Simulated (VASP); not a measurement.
# Mo (R-3m) in VASP: notebook

The runs below take Mo through single point, with LDA.

Everything below comes from runs of VASP 6.6.1. Logs are shortened: lines on timing, memory, paths and dates and some standing lists are left out, and cuts for length are marked.

### 1 The cell of the first run

Symmetry: R-3m, No. 166, trigonal system. Conventional cell: a = 3.785 Å, b = 3.785 Å, c = 3.447 Å, α = 90.00°, β = 90.00°, γ = 120.00°. Within 3.3 Å of Mo (site symmetry -3m) lie 12 Mo at 2.47 to 3.17 Å.

### 2 Single point, LDA (14.26 Å³/atom)

INCAR

```
PREC = Accurate
ENCUT = 520
EDIFF = 1E-6
ISMEAR = 0
SIGMA = 0.15
LREAL = False
LASPH = True
NELM = 80
ALGO = Fast
ISIF = 2
LWAVE = False
LCHARG = False
NBANDS = 13
```

KPOINTS

```
Automatic mesh
0
Gamma
  22 22 22
```

POSCAR

```
Mo
1.0
   -1.1210465086      1.5555468267      1.5555468267
    1.5555468267     -1.1210465086      1.5555468267
    1.5555468267      1.5555468267     -1.1210465086
Mo
1
Direct
    0.0000000000      0.0000000000      0.0000000000
```

Potentials or basis: VASP PAW LDA potentials, release 64 (Mo_sv).

Run with:

```sh
$ cat potpaw_LDA.64/Mo_sv/POTCAR > POTCAR
$ mpirun -np 1 vasp_std > vasp.out
```

OUTCAR:

```text
PREC = Accurate
   ENCUT = 520
   EDIFF = 1E-6
   ISMEAR = 0
   LREAL = False
   LASPH = True
   NELM = 80
   ISIF = 2

 ion  position               nearest neighbor table
   1  0.000  0.000  0.000-

  LATTYP: Found a trigonal (rhomboedric) cell.
 ALAT       =     2.4690478194
 COS(alpha) =    -0.1751837620

  Lattice vectors:

 A1 = (  -1.1210465086,   1.5555468267,   1.5555468267)
 A2 = (   1.5555468267,  -1.1210465086,   1.5555468267)
 A3 = (   1.5555468267,   1.5555468267,  -1.1210465086)

Analysis of symmetry for initial positions (statically):
=====================================================================
 Subroutine PRICEL returns:
 Original cell was already a primitive cell.

 Routine SETGRP: Setting up the symmetry group for a
 trigonal (rhombohedral) supercell.

 Subroutine GETGRP returns: Found 12 space group operations
 (whereof 12 operations were pure point group operations)
 out of a pool of 12 trial point group operations.

The static configuration has the point symmetry D_3d.

Analysis of symmetry for dynamics (positions and initial velocities):
=====================================================================
 Subroutine PRICEL returns:
 Original cell was already a primitive cell.

 Routine SETGRP: Setting up the symmetry group for a
 trigonal (rhombohedral) supercell.

 Subroutine GETGRP returns: Found 12 space group operations
 (whereof 12 operations were pure point group operations)
 out of a pool of 12 trial point group operations.

The dynamic configuration has the point symmetry D_3d.

 Subroutine INISYM returns: Found 12 space group operations
 (whereof 12 operations are pure point group operations),
 and found     1 'primitive' translations

----------------------------------------------------------------------------------------

                                     Primitive cell

  volume of cell :      14.2570

  direct lattice vectors                    reciprocal lattice vectors
    -1.121046509  1.555546827  1.555546827    -0.081572607  0.292036632  0.292036632
     1.555546827 -1.121046509  1.555546827     0.292036632 -0.081572607  0.292036632
     1.555546827  1.555546827 -1.121046509     0.292036632  0.292036632 -0.081572607

  length of vectors
     2.469047819  2.469047819  2.469047819     0.420980854  0.420980854  0.420980854

  position of ions in fractional coordinates (direct lattice)
     0.000000000  0.000000000  0.000000000

  ion indices of the primitive-cell ions
   primitive index   ion index
                 1           1

----------------------------------------------------------------------------------------

 KPOINTS: Automatic mesh

Automatic generation of k-mesh.
 Grid dimensions read from file:
 generate k-points for:   22   22   22

 Generating k-lattice:

  Cartesian coordinates                     Fractional coordinates (reciprocal lattice)
    -0.003707846  0.013274392  0.013274392     0.045454545  0.000000000  0.000000000
     0.013274392 -0.003707846  0.013274392     0.000000000  0.045454545  0.000000000
     0.013274392  0.013274392 -0.003707846     0.000000000  0.000000000  0.045454545

  Length of vectors
     0.019135493  0.019135493  0.019135493

  Shift w.r.t. Gamma in fractional coordinates (k-lattice)
     0.000000000  0.000000000  0.000000000

 Subroutine IBZKPT returns following result:
 ===========================================

 Found   1024 irreducible k-points:

 Following reciprocal coordinates:
            Coordinates               Weight
  0.000000  0.000000  0.000000      1.000000
  0.045455 -0.000000 -0.000000      6.000000
  0.090909 -0.000000 -0.000000      6.000000
  0.136364  0.000000  0.000000      6.000000
  0.181818 -0.000000 -0.000000      6.000000
  0.227273 -0.000000 -0.000000      6.000000
[... 16 lines left out ...]
  0.500000  0.045455 -0.000000     12.000000
 -0.454545  0.045455  0.000000     12.000000
 [... further k-points ...]
   k-points           NKPTS =   1024   k-points in BZ     NKDIM =   1024   number of bands    NBANDS=     13
   number of dos      NEDOS =    301   number of ions     NIONS =      1
   total plane-waves  NPLWV =   5832
   dimension x,y,z NGX =    18 NGY =   18 NGZ =   18
   dimension x,y,z NGXF=    36 NGYF=   36 NGZF=   36
   ions per type =               1
   NGX,Y,Z   is equivalent  to a cutoff of  12.12, 12.12, 12.12 a.u.
   NGXF,Y,Z  is equivalent  to a cutoff of  24.24, 24.24, 24.24 a.u.
 SYSTEM =  unknown system
   PREC   = accura    normal or accurate (medium, high low for compatibility)
   ISTART =      0    job   : 0-new  1-cont  2-samecut
   ICHARG =      2    charge: 1-file 2-atom 10-const
   ISPIN  =      1    spin polarized calculation?
   LNONCOLLINEAR =      F non collinear calculations
   LSORBIT =      F    spin-orbit coupling
   LASPH  =      T    aspherical Exc in radial PAW
   ENCUT  =  520.0 eV  38.22 Ry    6.18 a.u.   4.59  4.59  4.59*2*pi/ulx,y,z
   NELM   =     80;   NELMIN=  2; NELMDL= -5     # of ELM steps
   EDIFF  = 0.1E-05   stopping-criterion for ELM
   LREAL  =      F    real-space projection
   EDIFFG = 0.1E-04   stopping-criterion for IOM
   NSW    =      0    number of steps for IOM
   IBRION =     -1    ionic relax: 0-MD 1-quasi-New 2-CG
   NFREE  =      0    steps in history (QN), initial steepest desc. (CG)
   ISIF   =      2    stress and relaxation
   ISYM   =      2    0-nonsym 1-usesym 2-fastsym
   POTIM  = 0.5000    time-step for ionic-motion
   TEBEG  =    0.0;   TEEND  =   0.0 temperature during run
   PSTRESS=    0.0 pullay stress
   NELECT =      14.0000    total number of electrons
   NUPDOWN=      -1.0000    fix difference up-down
   EMIN   =  10.00;   EMAX   =-10.00  energy-range for DOS
   EFERMI =   0.00;   METHOD = LEGACY
   ISMEAR =     0;   SIGMA  =   0.15  broadening in eV -4-tet -1-fermi 0-gaus
   EFERMI_NEDOS =   21; number of points for ismear=-14 and -15
   IALGO  =     68    algorithm
   IMIX   =      4    mixing-type and parameters
     AMIX     =   0.40;   BMIX     =  1.00
     AMIX_MAG =   1.60;   BMIX_MAG =  1.00
  volume/ion in A,a.u.               =      14.26        96.21
  Fermi-wavevector in a.u.,A,eV,Ry     =   1.627202  3.074966 36.025319  2.647786
  Thomas-Fermi vector in A             =   2.720036
   LORBIT       =      0    0 simple, 1 ext, 2 COOP (PROOUT), +10 PAW based schemes
   GGA     = CA    functional components
   LHFCALC =     F    Hartree Fock is set to
   AEXX    =    0.0000 exact exchange contribution
   IVDW    =     0    specifies the selected vdW correction
   LEPSILON=     F    determine dielectric tensor
   LRPA    =     F    only Hartree local field effects (RPA)
 non-spin polarized calculation
 RMM-DIIS sequential band-by-band and
 Gauss-broadening in eV      SIGMA  =   0.15
  energy-cutoff  :      520.00
  volume of cell :       14.26
 maximum number of plane-waves:       395
   NGX =  9   NGY =  9   NGZ =  9

 number of electron      14.0000004 magnetization

 Free energy of the ion-electron system (eV)
  ---------------------------------------------------
  ext. energy  EPLUGINS =         0.00000000
  ---------------------------------------------------
  free energy    TOTEN  =       -11.27132377 eV

  energy without entropy =      -11.26462525  energy(sigma->0) =      -11.26797451

 E-fermi :  14.1232     XC(G=0): -14.0284

 val. band max:       14.1178805151   @ k =  -0.4545   0.2727   0.0455
 cond. band min:      14.1232885790   @ k =  -0.2727   0.2727   0.2273
 fundamental gap:      0.0054080639
 Fermi energy:        14.1232319252

 k-point     1 :       0.0000    0.0000    0.0000
  band No.  band energies     occupation
      1     -47.1151      2.00000
      2     -20.3336      2.00000
      3     -19.8862      2.00000
      4     -19.8862      2.00000
      5       6.6884      2.00000
      6       9.3636      2.00000
      7       9.3636      2.00000
      8      16.9061      0.00000
      9      17.9152      0.00000
     10      17.9152      0.00000
     11      28.6780      0.00000
     12      28.6780      0.00000
     13      34.8433      0.00000

 k-point     2 :       0.0455   -0.0000   -0.0000
  band No.  band energies     occupation
      1     -47.1077      2.00000
      2     -20.3481      2.00000
      3     -19.9234      2.00000
      4     -19.8833      2.00000
      5       6.7727      2.00000
      6       9.3751      2.00000
      7       9.4427      2.00000
      8      16.8534      0.00000
      9      17.8348      0.00000
     10      17.8790      0.00000
     11      28.7901      0.00000
     12      28.7945      0.00000
     13      34.8807      0.00000

 k-point     3 :       0.0909   -0.0000   -0.0000
  band No.  band energies     occupation
      1     -47.0858      2.00000
      2     -20.4106      2.00000
      3     -20.0105      2.00000
      4     -19.8750      2.00000
      5       7.0097      2.00000
      6       9.4075      2.00000
      7       9.6815      2.00000
      8      16.6870      0.00000
      9      17.6139      0.00000
     10      17.8123      0.00000
     11      29.0430      0.00000
     12      29.1036      0.00000
     13      34.9259      0.00000

 k-point     4 :       0.1364    0.0000    0.0000
  band No.  band energies     occupation
      1     -47.0512      2.00000
      2     -20.5692      2.00000
      3     -20.0824      2.00000
      4     -19.8619      2.00000
      5       7.3559      2.00000
      6       9.4554      2.00000
      7      10.0809      2.00000
      8      16.4246      0.00000
      9      17.3032      0.00000
     10      17.7798      0.00000
     11      29.1301      0.00000
     12      29.5602      0.00000
     13      34.7725      0.00000

 k-point     5 :       0.1818   -0.0000   -0.0000
  band No.  band energies     occupation
      1     -47.0064      2.00000
      2     -20.8299      2.00000
      3     -20.1096      2.00000
      4     -19.8450      2.00000
      5       7.7535      2.00000
      6       9.5102      2.00000
      7      10.6269      2.00000
      8      16.1479      0.00000
      9      16.9619      0.00000
     10      17.7967      0.00000
     11      28.7514      0.00000
     12      30.0804      0.00000
     13      34.2501      0.00000
[... 257 lines left out ...]
 k-point    22 :       0.4545    0.0455    0.0000
  band No.  band energies     occupation
      1     -46.7332      2.00000
      2     -22.3878      2.00000
      3     -20.0812      2.00000
      4     -19.7724      2.00000
      5       9.1311      2.00000
      6       9.6711      2.00000
      7      14.2397      0.27237
      8      15.9450      0.00000
      9      16.3065      0.00000
     10      18.0918      0.00000
     11      25.8245      0.00000
     12      28.8002      0.00000
     13      34.2092      0.00000

 k-point    23 :       0.5000    0.0455   -0.0000
  band No.  band energies     occupation
      1     -46.7262      2.00000
      2     -22.4263      2.00000
      3     -20.0744      2.00000
      4     -19.7669      2.00000
      5       9.1635      2.00000
      6       9.6845      2.00000
      7      14.0155      1.69040
      8      15.9608      0.00000
      9      16.4680      0.00000
     10      18.1050      0.00000
     11      25.9276      0.00000
     12      28.7845      0.00000
     13      34.1552      0.00000

 k-point    24 :      -0.4545    0.0455    0.0000
  band No.  band energies     occupation
      1     -46.7353      2.00000
      2     -22.3774      2.00000
      3     -20.0730      2.00000
      4     -19.7673      2.00000
      5       9.1742      2.00000
      6       9.7060      2.00000
      7      13.5635      2.00000
      8      15.9160      0.00000
      9      16.6870      0.00000
     10      18.0930      0.00000
     11      25.8463      0.00000
     12      29.0086      0.00000
     13      34.6618      0.00000

 [... further k-points ...]

------------------------ aborting loop because EDIFF is reached ----------------------------------------

  FORCE on cell =-STRESS in cart. coord.  units (eV):
  Direction    XX          YY          ZZ          XY          YZ          ZX
  --------------------------------------------------------------------------------------
  -------------------------------------------------------------------------------------
  Total        3.2338474      3.2338474      3.2338474     -1.5924666     -1.5924666     -1.5924666
  in kB      363.4142541    363.4142541    363.4142541   -178.9586774   -178.9586774   -178.9586774
  external PRESSURE =     363.4142541 kB  Pullay stress =       0.0000000 kB

 VOLUME and BASIS-vectors are now :
 -----------------------------------------------------------------------------
  energy-cutoff  :      520.00
  volume of cell :       14.26
      direct lattice vectors                 reciprocal lattice vectors
    -1.121046509  1.555546827  1.555546827    -0.081572607  0.292036632  0.292036632
     1.555546827 -1.121046509  1.555546827     0.292036632 -0.081572607  0.292036632
     1.555546827  1.555546827 -1.121046509     0.292036632  0.292036632 -0.081572607

 POSITION                                       TOTAL-FORCE (eV/Angst)
 -----------------------------------------------------------------------------------
      0.00000      0.00000      0.00000        -0.000000      0.000000     -0.000000
 -----------------------------------------------------------------------------------
    total drift:                                0.000000     -0.000000      0.000000

  FREE ENERGIE OF THE ION-ELECTRON SYSTEM (eV)
  ---------------------------------------------------
  free  energy   TOTEN  =       -11.2713237740 eV

  energy  without entropy=      -11.2646252536  energy(sigma->0) =      -11.26797451
```

Run time: 49 s. Hardware: 1 thread of Intel Xeon 6975P-C (Granite Rapids), shared host; peak memory 0.26 GiB.

What came out:

| Property | Result |
| --- | --- |
| Free energy | -11.2713 eV |
| Pressure | 36.3 GPa |
| Band gap on the k mesh | zero (bands 7 and 8 overlap by 3.18 eV) |

Stress tensor (GPa, compression positive):
```
 36.34 -17.90 -17.90
-17.90  36.34 -17.90
-17.90 -17.90  36.34
```

Levels at points of the mesh, in eV from the Fermi level:
```tsv
k point	band 4	band 5	band 6	band 7	band 8	band 9	band 10	band 11
(0.00, 0.00, 0.00)	-34.01	-7.43	-4.76	-4.76	2.78	3.79	3.79	14.55
(0.50, 0.00, 0.00)	-33.87	-5.04	-4.51	0.44	1.80	1.87	4.06	11.83
(0.50, 0.50, 0.00)	-33.86	-6.92	-3.66	1.15	2.04	4.60	7.15	9.26
(0.50, 0.50, 0.50)	-35.33	-6.14	-6.14	-1.93	7.15	7.15	7.25	12.87
```

Caveat: the cell stands under pressure.

### 3 Single point, LDA (14.26 Å³/atom)

INCAR

```
PREC     = Accurate       # precision mode
ENCUT    = 520            # plane-wave cutoff, eV
EDIFF    = 1E-7           # SCF threshold, eV
ISMEAR   = 0              # smearing method
SIGMA    = 0.15           # smearing width, eV
LREAL    = F              # projectors in reciprocal space
LASPH    = T              # aspherical terms in the spheres
NELM     = 80             # most SCF steps
ALGO     = Fast           # electronic algorithm
ISIF     = 2              # what is computed and relaxed
LWAVE    = F              # write WAVECAR
LCHARG   = F              # write CHGCAR
NBANDS   = 13             # bands
```

KPOINTS

```
regular mesh
0
Gamma
  22 22 22
```

POSCAR

```
Mo
1.0
   -1.9338469476      1.5531798550      1.5531798550
    1.5531798550     -1.9338469476      1.5531798550
    1.5531798550      1.5531798550     -1.9338469476
Mo
1
Direct
    0.0000000000      0.0000000000      0.0000000000
```

Potentials or basis: VASP PAW LDA potentials, release 64 (Mo_sv).

Run with:

```sh
$ cat potpaw_LDA.64/Mo_sv/POTCAR > POTCAR
$ mpirun -np 1 vasp_std > vasp.out
```

Wall time 70 s (1 thread of Intel Xeon 6975P-C (Granite Rapids), shared host); peak memory 0.28 GiB.

It converged, with:

```
Free energy            : -9.9450 eV
Pressure               : 78.0 GPa
Band gap on the k mesh : zero (bands 7 and 8 overlap by 4.88 eV)
```

Stress tensor (GPa, compression positive):
```
77.99 80.41 80.41
80.41 77.99 80.41
80.41 80.41 77.99
```

Levels at points of the mesh, in eV from the Fermi level:
```csv
k point,band 3,band 4,band 5,band 6,band 7,band 8,band 9,band 10,band 11,band 12
"(0.00, 0.00, 0.00)",-35.24,-31.50,-8.04,-5.17,-2.37,-2.37,6.12,6.12,10.72,17.92
"(0.50, 0.00, 0.00)",-34.42,-34.11,-6.85,-4.93,0.65,1.54,4.42,5.30,11.23,18.07
"(0.50, 0.50, 0.00)",-35.47,-31.53,-6.30,-5.56,0.06,2.31,6.29,6.88,8.48,11.52
"(0.50, 0.50, 0.50)",-34.52,-34.52,-7.09,-7.09,2.51,2.51,8.27,9.11,9.11,14.32
```

Caveat: atoms lie so close that the PAW spheres overlap strongly, which falsifies energies and pressures; the cell stands under pressure.
